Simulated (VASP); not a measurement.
# Ir (I4_1/amd) in VASP: further runs

Runs on Ir. Level: PBE. Tasks: single point.

Program: VASP 6.6.1. These are calculated values, not measurements. Logs are shortened: lines on timing, memory, paths and dates and some standing lists are left out, and cuts for length are marked.

## (1) The cell of the first run

Symmetry: I4_1/amd, No. 141, tetragonal system. Conventional cell: a = 4.308 Å, b = 4.308 Å, c = 2.377 Å, α = 90.00°, β = 90.00°, γ = 90.00°. Within 3.0 Å of Ir (site symmetry -4m2) lie 10 Ir at 2.23 to 2.80 Å.

## (2) Single point, PBE

INCAR reads:

```
SYSTEM = Ir
PREC     = Accurate       ! precision mode
ENCUT    = 520            ! plane-wave cutoff, eV
EDIFF    = 1E-7           ! SCF threshold, eV
ISMEAR   = -1             ! smearing method
SIGMA    = 0.05           ! smearing width, eV
LREAL    = .FALSE.        ! projectors in reciprocal space
LASPH    = .TRUE.         ! aspherical terms in the spheres
NELM     = 100            ! most SCF steps
ALGO     = Normal         ! electronic algorithm
ISIF     = 2              ! what is computed and relaxed
LWAVE    = .FALSE.        ! write WAVECAR
LCHARG   = .FALSE.        ! write CHGCAR
GGA      = PE             ! functional
NBANDS   = 16             ! bands
```

KPOINTS reads:

```
Automatic mesh
0
G
  18 18 18
  0 0 0
```

POSCAR reads:

```
Ir
1.0
   -2.1541042383      2.1541042383      1.1882638849
    2.1541042383     -2.1541042383      1.1882638849
    2.1541042383      2.1541042383     -1.1882638849
Ir
2
Direct
   -0.3750000000     -0.1250000000     -0.2500000000
    0.3750000000      0.1250000000      0.2500000000
```

Potentials or basis: VASP PAW PBE potentials, release 64 (Ir).

Command:

```console
> cat potpaw_PBE.64/Ir/POTCAR > POTCAR
> mpirun -np 1 vasp_std > vasp.out
```

OUTCAR:

```text
SYSTEM = Ir
   PREC = Accurate
   ENCUT = 520
   EDIFF = 1E-7
   ISMEAR = -1
   LREAL = .FALSE.
   LASPH = .TRUE.
   NELM = 100
   ISIF = 2
   GGA = PE

 ion  position               nearest neighbor table
   1  0.625  0.875  0.750-   2 2.23   2 2.23   2 2.23   2 2.23   2 2.80   2 2.80   2 2.80   2 2.80

   2  0.375  0.125  0.250-   1 2.23   1 2.23   1 2.23   1 2.23   1 2.80   1 2.80   1 2.80   1 2.80

  LATTYP: Found a body centered tetragonal cell.
 ALAT       =     4.3082084766
 C/A-ratio  =     0.5516278478

  Lattice vectors:

 A1 = (  -2.1541042383,   2.1541042383,   1.1882638849)
 A2 = (   2.1541042383,  -2.1541042383,   1.1882638849)
 A3 = (   2.1541042383,   2.1541042383,  -1.1882638849)

Analysis of symmetry for initial positions (statically):
=====================================================================
 Subroutine PRICEL returns:
 Original cell was already a primitive cell.

 Routine SETGRP: Setting up the symmetry group for a
 body centered tetragonal supercell.

 Subroutine GETGRP returns: Found 16 space group operations
 (whereof  4 operations were pure point group operations)
 out of a pool of 16 trial point group operations.

The static configuration has the point symmetry C_2h.
 The point group associated with its full space group is D_4h.

Analysis of symmetry for dynamics (positions and initial velocities):
=====================================================================
 Subroutine PRICEL returns:
 Original cell was already a primitive cell.

 Routine SETGRP: Setting up the symmetry group for a
 body centered tetragonal supercell.

 Subroutine GETGRP returns: Found 16 space group operations
 (whereof  4 operations were pure point group operations)
 out of a pool of 16 trial point group operations.

The dynamic configuration has the point symmetry C_2h.
 The point group associated with its full space group is D_4h.

 Subroutine INISYM returns: Found 16 space group operations
 (whereof  4 operations are pure point group operations),
 and found     1 'primitive' translations

----------------------------------------------------------------------------------------

                                     Primitive cell

  volume of cell :      22.0550

  direct lattice vectors                    reciprocal lattice vectors
    -2.154104238  2.154104238  1.188263885     0.000000000  0.232115044  0.420781955
     2.154104238 -2.154104238  1.188263885     0.232115044  0.000000000  0.420781955
     2.154104238  2.154104238 -1.188263885     0.232115044  0.232115044  0.000000000

  length of vectors
     3.269908439  3.269908439  3.269908439     0.480556809  0.480556809  0.328260243

  position of ions in fractional coordinates (direct lattice)
     0.625000000  0.875000000  0.750000000
     0.375000000  0.125000000  0.250000000

  ion indices of the primitive-cell ions
   primitive index   ion index
                 1           1
                 2           2

----------------------------------------------------------------------------------------

 KPOINTS: Automatic mesh

Automatic generation of k-mesh.
 Grid dimensions read from file:
 generate k-points for:   18   18   18

 Generating k-lattice:

  Cartesian coordinates                     Fractional coordinates (reciprocal lattice)
     0.000000000  0.012895280  0.023376775     0.055555556  0.000000000 -0.000000000
     0.012895280  0.000000000  0.023376775     0.000000000  0.055555556 -0.000000000
     0.012895280  0.012895280  0.000000000     0.000000000  0.000000000  0.055555556

  Length of vectors
     0.026697601  0.026697601  0.018236680

  Shift w.r.t. Gamma in fractional coordinates (k-lattice)
     0.000000000  0.000000000  0.000000000

 Subroutine IBZKPT returns following result:
 ===========================================

 Found    480 irreducible k-points:

 Following reciprocal coordinates:
            Coordinates               Weight
  0.000000  0.000000  0.000000      1.000000
  0.055556  0.000000 -0.000000      8.000000
  0.111111  0.000000 -0.000000      8.000000
  0.166667 -0.000000  0.000000      8.000000
  0.222222  0.000000 -0.000000      8.000000
  0.277778  0.000000  0.000000      8.000000
[... 16 lines left out ...]
 -0.277778  0.055556 -0.000000     16.000000
 -0.222222  0.055556  0.000000     16.000000
 [... further k-points ...]
   k-points           NKPTS =    480   k-points in BZ     NKDIM =    480   number of bands    NBANDS=     16
   number of dos      NEDOS =    301   number of ions     NIONS =      2
   total plane-waves  NPLWV =  13824
   dimension x,y,z NGX =    24 NGY =   24 NGZ =   24
   dimension x,y,z NGXF=    48 NGYF=   48 NGZF=   48
   ions per type =               2
   NGX,Y,Z   is equivalent  to a cutoff of  12.20, 12.20, 12.20 a.u.
   NGXF,Y,Z  is equivalent  to a cutoff of  24.40, 24.40, 24.40 a.u.
 SYSTEM =  Ir
   PREC   = accura    normal or accurate (medium, high low for compatibility)
   ISTART =      0    job   : 0-new  1-cont  2-samecut
   ICHARG =      2    charge: 1-file 2-atom 10-const
   ISPIN  =      1    spin polarized calculation?
   LNONCOLLINEAR =      F non collinear calculations
   LSORBIT =      F    spin-orbit coupling
   LASPH  =      T    aspherical Exc in radial PAW
   ENCUT  =  520.0 eV  38.22 Ry    6.18 a.u.   6.08  6.08  6.08*2*pi/ulx,y,z
   NELM   =    100;   NELMIN=  2; NELMDL= -5     # of ELM steps
   EDIFF  = 0.1E-06   stopping-criterion for ELM
   LREAL  =      F    real-space projection
   EDIFFG = 0.1E-05   stopping-criterion for IOM
   NSW    =      0    number of steps for IOM
   IBRION =     -1    ionic relax: 0-MD 1-quasi-New 2-CG
   NFREE  =      0    steps in history (QN), initial steepest desc. (CG)
   ISIF   =      2    stress and relaxation
   ISYM   =      2    0-nonsym 1-usesym 2-fastsym
   POTIM  = 0.5000    time-step for ionic-motion
   TEBEG  =    0.0;   TEEND  =   0.0 temperature during run
   PSTRESS=    0.0 pullay stress
   NELECT =      18.0000    total number of electrons
   NUPDOWN=      -1.0000    fix difference up-down
   EMIN   =  10.00;   EMAX   =-10.00  energy-range for DOS
   EFERMI =   0.00;   METHOD = LEGACY
   ISMEAR =    -1;   SIGMA  =   0.05  broadening in eV -4-tet -1-fermi 0-gaus
   EFERMI_NEDOS =   21; number of points for ismear=-14 and -15
   IALGO  =     38    algorithm
   IMIX   =      4    mixing-type and parameters
     AMIX     =   0.40;   BMIX     =  1.00
     AMIX_MAG =   1.60;   BMIX_MAG =  1.00
  volume/ion in A,a.u.               =      11.03        74.42
  Fermi-wavevector in a.u.,A,eV,Ry     =   1.529902  2.891095 31.845790  2.340600
  Thomas-Fermi vector in A             =   2.637459
   LORBIT       =      0    0 simple, 1 ext, 2 COOP (PROOUT), +10 PAW based schemes
   GGA     = PE    functional components
   LHFCALC =     F    Hartree Fock is set to
   AEXX    =    0.0000 exact exchange contribution
   IVDW    =     0    specifies the selected vdW correction
   LEPSILON=     F    determine dielectric tensor
   LRPA    =     F    only Hartree local field effects (RPA)
 non-spin polarized calculation
  energy-cutoff  :      520.00
  volume of cell :       22.05
 maximum number of plane-waves:       608
   NGX = 13   NGY = 13   NGZ = 13

 number of electron      18.0000003 magnetization

 Free energy of the ion-electron system (eV)
  ---------------------------------------------------
  ext. energy  EPLUGINS =         0.00000000
  ---------------------------------------------------
  free energy    TOTEN  =       -10.34107845 eV

  energy without entropy =      -10.33069922  energy(sigma->0) =      -10.33588883

 E-fermi :  15.0662     XC(G=0): -15.3911

 val. band max:       15.0653771967   @ k =  -0.2222   0.2778   0.2222
 cond. band min:      15.0694403163   @ k =  -0.4444   0.2778   0.0000
 fundamental gap:      0.0040631196
 Fermi energy:        15.0662331687

 k-point     1 :       0.0000    0.0000    0.0000
  band No.  band energies     occupation
      1       1.5433      2.00000
      2       3.4547      2.00000
      3       5.5518      2.00000
      4       6.6093      2.00000
      5       7.6804      2.00000
      6      13.2900      2.00000
[... 8 lines left out ...]
     15      33.3281      0.00000
     16      35.9248      0.00000

 k-point     2 :       0.0556    0.0000   -0.0000
  band No.  band energies     occupation
      1       1.7220      2.00000
      2       3.5493      2.00000
      3       5.5932      2.00000
      4       6.8294      2.00000
      5       7.8024      2.00000
      6      12.2233      2.00000
[... 8 lines left out ...]
     15      33.6713      0.00000
     16      35.7429      0.00000

 k-point     3 :       0.1111    0.0000   -0.0000
  band No.  band energies     occupation
      1       2.2341      2.00000
      2       3.8254      2.00000
      3       5.7333      2.00000
      4       7.4150      2.00000
      5       8.1360      2.00000
      6      10.9739      2.00000
[... 8 lines left out ...]
     15      34.6318      0.00000
     16      35.1866      0.00000

 k-point     4 :       0.1667   -0.0000    0.0000
  band No.  band energies     occupation
      1       3.0034      2.00000
      2       4.2539      2.00000
      3       5.9466      2.00000
      4       8.0157      2.00000
      5       8.7061      2.00000
      6       9.7851      2.00000
[... 8 lines left out ...]
     15      34.2409      0.00000
     16      34.7580      0.00000
[... 324 lines left out ...]
 k-point    22 :      -0.3333    0.0556    0.0000
  band No.  band energies     occupation
      1       4.8254      2.00000
      2       5.2518      2.00000
      3       6.2354      2.00000
      4       8.3284      2.00000
      5       8.8854      2.00000
      6       9.8626      2.00000
[... 8 lines left out ...]
     15      32.7519      0.00000
     16      32.9730      0.00000

 k-point    23 :      -0.2778    0.0556   -0.0000
  band No.  band energies     occupation
      1       4.1485      2.00000
      2       4.9598      2.00000
      3       6.2018      2.00000
      4       8.1566      2.00000
      5       8.8663      2.00000
      6       9.6966      2.00000
[... 8 lines left out ...]
     15      32.8839      0.00000
     16      33.2070      0.00000

 k-point    24 :      -0.2222    0.0556    0.0000
  band No.  band energies     occupation
      1       3.2727      2.00000
      2       4.4754      2.00000
      3       6.0947      2.00000
      4       7.7967      2.00000
      5       8.5108      2.00000
      6      10.0752      2.00000
[... 8 lines left out ...]
     15      33.9404      0.00000
     16      34.2916      0.00000

 [... further k-points ...]

------------------------ aborting loop because EDIFF is reached ----------------------------------------

  FORCE on cell =-STRESS in cart. coord.  units (eV):
  Direction    XX          YY          ZZ          XY          YZ          ZX
  --------------------------------------------------------------------------------------
  -------------------------------------------------------------------------------------
  Total       36.6470814     36.6470814     37.2964553     -0.0000000      0.0000000     -0.0000000
  in kB     2662.2182466   2662.2182466   2709.3918559     -0.0000000      0.0000000     -0.0000000
  external PRESSURE =    2677.9427830 kB  Pullay stress =       0.0000000 kB

 VOLUME and BASIS-vectors are now :
 -----------------------------------------------------------------------------
  energy-cutoff  :      520.00
  volume of cell :       22.05
      direct lattice vectors                 reciprocal lattice vectors
    -2.154104238  2.154104238  1.188263885     0.000000000  0.232115044  0.420781955
     2.154104238 -2.154104238  1.188263885     0.232115044  0.000000000  0.420781955
     2.154104238  2.154104238 -1.188263885     0.232115044  0.232115044  0.000000000

 POSITION                                       TOTAL-FORCE (eV/Angst)
 -----------------------------------------------------------------------------------
      2.15410      1.07705      0.89120         0.000000     -0.000000      0.000000
      0.00000      1.07705      0.29707        -0.000000      0.000000     -0.000000
 -----------------------------------------------------------------------------------
    total drift:                               -0.000000      0.000000      0.000000

  FREE ENERGIE OF THE ION-ELECTRON SYSTEM (eV)
  ---------------------------------------------------
  free  energy   TOTEN  =       -10.3410784451 eV

  energy  without entropy=      -10.3306992154  energy(sigma->0) =      -10.33588883
```

Run time: 2.6 min. Hardware: 1 thread of Intel Xeon 8259CL, shared host; peak memory 0.26 GiB.

What came out:

| Property | Result |
| --- | --- |
| Free energy | -10.3411 eV |
| Pressure | 267.8 GPa |
| Band gap on the k mesh | zero (bands 9 and 10 overlap by 4.65 eV) |

Stress tensor (GPa, compression positive):
```
266.22   0.00   0.00
  0.00 266.22   0.00
  0.00   0.00 270.94
```

Caveat: the cell stands under pressure; spin-orbit coupling is left out, which moves the levels of the heavy elements.

## (3) Single point, PBE

This run uses another cell than the first one, of 12.32 Å³/atom.

INCAR reads:

```
PREC = Accurate ; ENCUT = 520
EDIFF = 1E-6 ; ISMEAR = -1
SIGMA = 0.05 ; LREAL = False
LASPH = True ; NELM = 80
ALGO = Normal ; ISIF = 2
LWAVE = False ; LCHARG = True
GGA = PE ; LELF = True
LVHAR = True ; NBANDS = 16
```

KPOINTS reads:

```
Automatic mesh
0
Gamma
  18 18 18
```

POSCAR reads:

```
Ir
1.0
   -2.2319366724      2.2319366724      1.2370500515
    2.2319366724     -2.2319366724      1.2370500515
    2.2319366724      2.2319366724     -1.2370500515
Ir
2
Direct
   -0.3750000000     -0.1250000000     -0.2500000000
    0.3750000000      0.1250000000      0.2500000000
```

Potentials or basis: VASP PAW PBE potentials, release 64 (Ir).

Command:

```console
> cat potpaw_PBE.64/Ir/POTCAR > POTCAR
> mpirun -np 1 vasp_std > vasp.out
```

Wall time 5.2 min (1 thread of Intel Xeon 8259CL, shared host); peak memory 0.3 GiB.

Results (log left out):

- Free energy: -13.6231 eV
- Pressure: 147.2 GPa
- Band gap on the k mesh: zero (bands 9 and 10 overlap by 4.02 eV)

Stress tensor (GPa, compression positive):
```
146.68   0.00   0.00
  0.00 146.68   0.00
  0.00   0.00 148.32
```

Levels at points of the mesh, in eV from the Fermi level:
| k point | band 7 | band 8 | band 9 | band 10 | band 11 | band 12 |
| --- | --- | --- | --- | --- | --- | --- |
| (0.00, 0.00, 0.00) | -1.50 | -1.41 | -1.41 | 2.37 | 4.27 | 6.19 |
| (0.50, 0.00, 0.00) | -2.17 | -1.02 | 0.82 | 1.03 | 4.30 | 7.79 |
| (0.50, 0.50, 0.00) | -2.64 | -2.64 | 0.20 | 0.20 | 0.83 | 0.83 |
| (0.50, 0.50, 0.50) | -1.80 | -1.80 | -0.74 | -0.74 | -0.69 | -0.69 |

Caveat: the cell stands under pressure; spin-orbit coupling is left out, which moves the levels of the heavy elements.

## (4) Single point, PBE (7.30 Å³/atom)

This run uses another cell than the first one, of 7.30 Å³/atom.

INCAR reads:

```
PREC = Accurate ; ENCUT = 560
EDIFF = 1E-6 ; ISMEAR = -1
SIGMA = 0.05 ; LREAL = False
LASPH = True ; NELM = 120
ALGO = Normal ; ISIF = 2
LWAVE = False ; LCHARG = False
GGA = PE ; NBANDS = 24
GGA_COMPAT = False
```

KPOINTS is that of step 3.

POSCAR reads:

```
Ir
1.0
   -1.8832542180      1.8832542180      1.0288025491
    1.8832542180     -1.8832542180      1.0288025491
    1.8832542180      1.8832542180     -1.0288025491
Ir
2
Direct
   -0.3750000000     -0.1250000000     -0.2500000000
    0.3750000000      0.1250000000      0.2500000000
```

Potentials or basis: VASP PAW PBE potentials, release 64 (Ir_sv_GW).

Command:

```console
> cat potpaw_PBE.64/Ir_sv_GW/POTCAR > POTCAR
> mpirun -np 1 vasp_std > vasp.out
```

It took 87 s on 1 thread of Intel Xeon Platinum 8375C at 2.90GHz (Ice Lake), shared host; peak memory 0.28 GiB.

The run converged, but its numbers aren't listed here, since they failed a check.

Caveat: atoms lie so close that the PAW spheres overlap strongly, which falsifies energies and pressures; the cell stands under pressure; spin-orbit coupling is left out, which moves the levels of the heavy elements.
